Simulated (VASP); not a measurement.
Set up this calculation in VASP 6.6.1, as the native input.

| Item | Value |
| --- | --- |
| Task | single point |
| Functional | PBE |
| Potentials or basis | VASP PAW PBE potentials, release 64 (Mg, Sb) |
| Cutoff | 600 eV |
| k mesh | 12 × 12 × 6 |
| Occupations | gaussian, width 0.01 eV |
| Spin | no spin polarisation |
| Dipole correction | no |
| Further INCAR settings | ALGO = Normal; EDIFF = 1e-06; NBANDS = 16 |

The structure of Mg3Sb2 lies in POSCAR:

```
Mg3Sb2
1.0
    4.3182350342      0.0000000000      0.0000000000
   -2.1591175171      3.7397012391      0.0000000000
    0.0000000000      0.0000000000      7.5190801072
Mg Sb
3 2
Direct
    0.3333333333      0.6666666667      0.6229829789
    0.6666666667      0.3333333333      0.3770170211
    0.0000000000      0.0000000000      0.0000000000
    0.3333333333      0.6666666667      0.2231379440
    0.6666666667      0.3333333333      0.7768620560
```

One way to write it, as run:

INCAR

```
PREC = Accurate
ENCUT = 600
EDIFF = 1E-6
ISMEAR = 0
SIGMA = 0.01
LREAL = False
LASPH = True
NELM = 120
ALGO = Normal
ISIF = 2
LWAVE = False
LCHARG = False
GGA = PE
NBANDS = 16
GGA_COMPAT = False
```

KPOINTS

```
Automatic mesh
0
Gamma
  12 12 6
```

Potentials or basis: VASP PAW PBE potentials, release 64 (Mg, Sb).

Launch:

```bash
$ cat potpaw_PBE.64/Mg/POTCAR potpaw_PBE.64/Sb/POTCAR > POTCAR
$ mpirun -np 1 vasp_std > vasp.out
```

Results of the run:

```yaml
Pressure: 5.1 GPa
Largest_force: 0.025 eV/Å
Band_gap_on_the_k_mesh: 0.01 eV (least direct gap 1.26 eV)
```

Caveat: the stress differs along the axes, from 0 to 8 GPa; semilocal functionals underestimate gaps, and a narrow one can read as zero; spin-orbit coupling is left out, which moves the levels of the heavy elements.

Run time: 4.1 min on 1 thread of Oxide Virtual Turin-like Processor (shared host), peak memory 0.39 GiB.
